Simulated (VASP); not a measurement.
# HfC (I4/mmm) in VASP: a series of runs, part 2 of 2

VASP 6.6.1. Earlier steps stand in the parts before.

### 4 Single point, PBE (equal xx and yy strain of -2 %)

Input file INCAR:

```
ALGO = Normal
EDIFF = 1E-6
ENCUT = 520
GGA = PE
ISIF = 2
ISMEAR = -1
LASPH = T
LCHARG = F
LREAL = F
LWAVE = F
NBANDS = 14
NELM = 100
PREC = Accurate
SIGMA = 0.05
```

Input file KPOINTS:

```
k-points
0
Gamma
  15 15 15
```

Input file POSCAR:

```
HfC
1.0
    0.0000000000      2.2785000000      2.3250000000
    2.2785000000      0.0000000000      2.3250000000
    2.2785000000      2.2785000000      0.0000000000
Hf C
1 1
Direct
    0.5000000000      0.5000000000      0.5000000000
    0.0000000000      0.0000000000      0.0000000000
```

Potentials or basis: VASP PAW PBE potentials, release 64 (Hf_pv, C).

On the command line:

```sh
cat potpaw_PBE.64/Hf_pv/POTCAR potpaw_PBE.64/C/POTCAR > POTCAR
mpirun -np 1 vasp_std > vasp.out
```

OUTCAR:

```text
EDIFF = 1E-6
   ENCUT = 520
   GGA = PE
   ISIF = 2
   ISMEAR = -1
   LASPH = T
   LREAL = F
   NELM = 100
   PREC = Accurate

 ion  position               nearest neighbor table
   1  0.500  0.500  0.500-   2 2.28   2 2.28   2 2.28   2 2.28   2 2.33   2 2.33
   2  0.000  0.000  0.000-   1 2.28   1 2.28   1 2.28   1 2.28   1 2.33   1 2.33

  LATTYP: Found a body centered tetragonal cell.
 ALAT       =     3.2222856019
 C/A-ratio  =     1.4430750636

  Lattice vectors:

 A1 = (  -2.2785000000,   0.0000000000,   2.3250000000)
 A2 = (   2.2785000000,   0.0000000000,   2.3250000000)
 A3 = (   0.0000000000,   2.2785000000,  -2.3250000000)

Analysis of symmetry for initial positions (statically):
=====================================================================
 Subroutine PRICEL returns:
 Original cell was already a primitive cell.

 Routine SETGRP: Setting up the symmetry group for a
 body centered tetragonal supercell.

 Subroutine GETGRP returns: Found 16 space group operations
 (whereof 16 operations were pure point group operations)
 out of a pool of 16 trial point group operations.

The static configuration has the point symmetry D_4h.

Analysis of symmetry for dynamics (positions and initial velocities):
=====================================================================
 Subroutine PRICEL returns:
 Original cell was already a primitive cell.

 Routine SETGRP: Setting up the symmetry group for a
 body centered tetragonal supercell.

 Subroutine GETGRP returns: Found 16 space group operations
 (whereof 16 operations were pure point group operations)
 out of a pool of 16 trial point group operations.

The dynamic configuration has the point symmetry D_4h.

 Subroutine INISYM returns: Found 16 space group operations
 (whereof 16 operations are pure point group operations),
 and found     1 'primitive' translations

[... 117 lines left out ...]
  Thomas-Fermi vector in A             =   2.491461
   LORBIT       =      0    0 simple, 1 ext, 2 COOP (PROOUT), +10 PAW based schemes
   GGA     = PE    functional components
   LHFCALC =     F    Hartree Fock is set to
   AEXX    =    0.0000 exact exchange contribution
   IVDW    =     0    specifies the selected vdW correction
   LEPSILON=     F    determine dielectric tensor
   LRPA    =     F    only Hartree local field effects (RPA)
 non-spin polarized calculation
  energy-cutoff  :      520.00
  volume of cell :       24.14
 maximum number of plane-waves:       662
   NGX = 13   NGY = 13   NGZ = 11

 number of electron      14.0000001 magnetization

 Free energy of the ion-electron system (eV)
  ---------------------------------------------------
  ext. energy  EPLUGINS =         0.00000000
  ---------------------------------------------------
  free energy    TOTEN  =       -21.00806101 eV

  energy without entropy =      -21.00539969  energy(sigma->0) =      -21.00673035

 E-fermi :   6.2377     XC(G=0): -12.4855

 val. band max:        6.2210938487   @ k =  -0.0667   0.0000   0.0667
 cond. band min:       6.2506104436   @ k =   0.4667  -0.0000   0.4000
 fundamental gap:      0.0295165950
 Fermi energy:         6.2377188174

 k-point     1 :       0.0000    0.0000    0.0000
  band No.  band energies     occupation
      1     -23.1205      2.00000
      2     -23.0954      2.00000
      3     -23.0954      2.00000
      4      -6.2470      2.00000
      5       7.2130      0.00000
      6       7.3278      0.00000
      7       7.3278      0.00000
      8       7.5226      0.00000
      9       7.7494      0.00000
     10       7.7494      0.00000
     11       9.6099      0.00000
     12       9.9268      0.00000
     13      13.6270      0.00000
     14      17.3915      0.00000
[... 377 lines left out ...]
      1     -23.3355      2.00000
      2     -23.1578      2.00000
      3     -23.1563      2.00000
      4      -5.3379      2.00000
      5       3.6921      2.00000
      6       5.5901      2.00000
      7       5.9256      1.99612
      8       7.0037      0.00000
      9       9.8717      0.00000
     10      10.1259      0.00000
     11      11.0480      0.00000
     12      13.0436      0.00000
     13      15.7906      0.00000
     14      19.9053      0.00000

 [... further k-points ...]
[... 5 lines left out ...]
  --------------------------------------------------------------------------------------
  -------------------------------------------------------------------------------------
  Total        1.9964857      1.9964857      0.5989512      0.0000000      0.0000000      0.0000000
  in kB      132.5030139    132.5030139     39.7512702      0.0000000      0.0000000      0.0000000
  external PRESSURE =     101.5857660 kB  Pullay stress =       0.0000000 kB

 VOLUME and BASIS-vectors are now :
 -----------------------------------------------------------------------------
  energy-cutoff  :      520.00
  volume of cell :       24.14
      direct lattice vectors                 reciprocal lattice vectors
     0.000000000  2.278500000  2.325000000    -0.219442616  0.219442616  0.215053763
     2.278500000  0.000000000  2.325000000     0.219442616 -0.219442616  0.215053763
     2.278500000  2.278500000  0.000000000     0.219442616  0.219442616 -0.215053763

 POSITION                                       TOTAL-FORCE (eV/Angst)
 -----------------------------------------------------------------------------------
      2.27850      2.27850      2.32500         0.000000      0.000000      0.000000
      0.00000      0.00000      0.00000         0.000000     -0.000000     -0.000000
 -----------------------------------------------------------------------------------
    total drift:                                0.000000     -0.000000      0.000000

  FREE ENERGIE OF THE ION-ELECTRON SYSTEM (eV)
  ---------------------------------------------------
  free  energy   TOTEN  =       -21.0080610134 eV

  energy  without entropy=      -21.0053996938  energy(sigma->0) =      -21.00673035
```

OSZICAR:

```text
N       E                     dE             d eps       ncg     rms          rms(c)
DAV:   1     0.234528959768E+02    0.23453E+02   -0.78080E+03  8104   0.988E+02
DAV:   2    -0.226554343479E+02   -0.46108E+02   -0.43388E+02 10468   0.203E+02
DAV:   3    -0.241421562857E+02   -0.14867E+01   -0.14828E+01  9696   0.265E+01
DAV:   4    -0.241482516154E+02   -0.60953E-02   -0.60949E-02  9506   0.210E+00
DAV:   5    -0.241482884745E+02   -0.36859E-04   -0.36859E-04  9658   0.146E-01    0.613E+01
DAV:   6    -0.210586231725E+02    0.30897E+01   -0.11680E+01  8964   0.183E+01    0.435E+01
DAV:   7    -0.210206253212E+02    0.37998E-01   -0.53382E-01 10212   0.513E+00    0.250E+01
DAV:   8    -0.210132939654E+02    0.73314E-02   -0.56862E-02  9792   0.190E+00    0.557E+00
DAV:   9    -0.210083439480E+02    0.49500E-02   -0.19101E-02  9144   0.785E-01    0.198E+00
DAV:  10    -0.210080634427E+02    0.28051E-03   -0.12293E-03  9948   0.261E-01    0.525E-02
DAV:  11    -0.210080614573E+02    0.19854E-05   -0.67595E-05  9660   0.695E-02    0.315E-02
DAV:  12    -0.210080610134E+02    0.44388E-06   -0.16719E-06  9792   0.118E-02
   1 F= -.21008061E+02 E0= -.21006730E+02  d E =-.266132E-02
```

It took 41 s on 1 thread of AMD EPYC 9R45 (Zen 5), shared host; peak memory 0.19 GiB.

What came out:

| Property | Result |
| --- | --- |
| Free energy | -21.0081 eV |
| Pressure | 10.2 GPa |
| Band gap on the k mesh | zero (band 7 reaches 7.33 eV, above the bottom of band 8 at 5.81 eV) |

Levels at points of the mesh, in eV from the Fermi level:
| k point | band 3 | band 4 | band 5 | band 6 | band 7 | band 8 | band 9 | band 10 | band 11 | band 12 |
| --- | --- | --- | --- | --- | --- | --- | --- | --- | --- | --- |
| (0.00, 0.00, 0.00) | -29.33 | -12.48 | 0.98 | 1.09 | 1.09 | 1.28 | 1.51 | 1.51 | 3.37 | 3.69 |

Caveat: the cell differs from its parent crystal (equal xx and yy strain of -2 %); spin-orbit coupling is left out, which moves the levels of the heavy elements.

### 5 Summary

| cell | gap on the mesh (eV) | pressure (GPa) |
| --- | --- | --- |
| a = 3.338, b = 3.338, c = 3.288 Å, angles 60.5, 60.5, 59.0°, 2 atoms | none | -6.7 |
| a = 3.321, b = 3.321, c = 3.354 Å, angles 59.7, 59.7, 60.7°, 2 atoms | none | -9.0 |
| a = 3.255, b = 3.255, c = 3.222 Å, angles 60.3, 60.3, 59.3°, 2 atoms | none | 10.2 |

Alike in all rows: task single point; level PBE; potentials or basis VASP PAW PBE potentials, release 64 (Hf_pv, C); no spin polarisation; k mesh 15 × 15 × 15; cutoff (eV) 520; smearing fermi-dirac 0.05 eV.

Caveats: spin-orbit coupling is left out, which moves the levels of the heavy elements.

Absolute energies hang on the potentials; compare differences alone.
